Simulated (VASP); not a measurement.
Wanted: the native input for a VASP 6.6.1 run.

```
Task                   : single point
Functional             : LDA
Potentials or basis    : VASP PAW LDA potentials, release 64 (Fe, O)
Cutoff                 : 600 eV
k mesh                 : 8 × 8 × 4
Occupations            : gaussian, width 0.05 eV
Spin                   : collinear spin, antiferromagnetic start
Starting moments       : [3.63, -3.63, 0.0, 0.0] μB
Hubbard terms          : Fe d U = 1.0 eV
Dipole correction      : no
Further INCAR settings : ALGO = Normal; EDIFF = 1e-06; NBANDS = 26
```

The structure of FeO lies in POSCAR:

```
FeO
1.0
    1.5176821100      0.8762341800      2.5157945800
   -1.5176821100      0.8762341800      2.5157945800
    0.0000000000     -3.5049367000      5.0315891600
Fe O
2 2
Direct
    0.0000000000      0.0000000000      0.0000000000
    0.0000000000      0.0000000000      0.5000000000
    0.5000000000      0.5000000000      0.2500000000
    0.5000000000      0.5000000000      0.7500000000
```

These files were run (other wordings do the same):

INCAR

```
SYSTEM = FeO
ALGO = Normal
EDIFF = 1E-6
ENCUT = 600
GGA_COMPAT = .False.
ISIF = 2
ISMEAR = 0
ISPIN = 2
LASPH = .True.
LCHARG = .False.
LDAU = .True.
LDAUJ = 0 0
LDAUL = 2 -1
LDAUPRINT = 1
LDAUTYPE = 2
LDAUU = 1 0
LMAXMIX = 4
LORBIT = 11
LREAL = .False.
LWAVE = .False.
MAGMOM = 3.63 -3.63 0 0
NBANDS = 26
NELM = 200
PREC = Accurate
SIGMA = 0.05
```

KPOINTS

```
k-points
0
Gamma
  8 8 4
  0 0 0
```

Potentials or basis: VASP PAW LDA potentials, release 64 (Fe, O).

Run with:

```bash
$ cat potpaw_LDA.64/Fe/POTCAR potpaw_LDA.64/O/POTCAR > POTCAR
$ mpirun -np 1 vasp_std > vasp.out
```

It gave:

```yaml
Pressure: -17.1 GPa
Band_gap_on_the_k_mesh: zero (filled and empty bands overlap)
Net_moment: 0.00 μB per cell
Site_moments: Fe +3.45, -3.45; O +0.00 μB
Valence_electrons_inside_the_program's_atomic_spheres: Fe 6.79; O 4.94
```

Caveat: the stress differs along the axes, from -20 to -11 GPa.

Wall time 5.5 min on 1 thread of Oxide Virtual Turin-like Processor, on a shared host, peak memory 0.23 GiB.
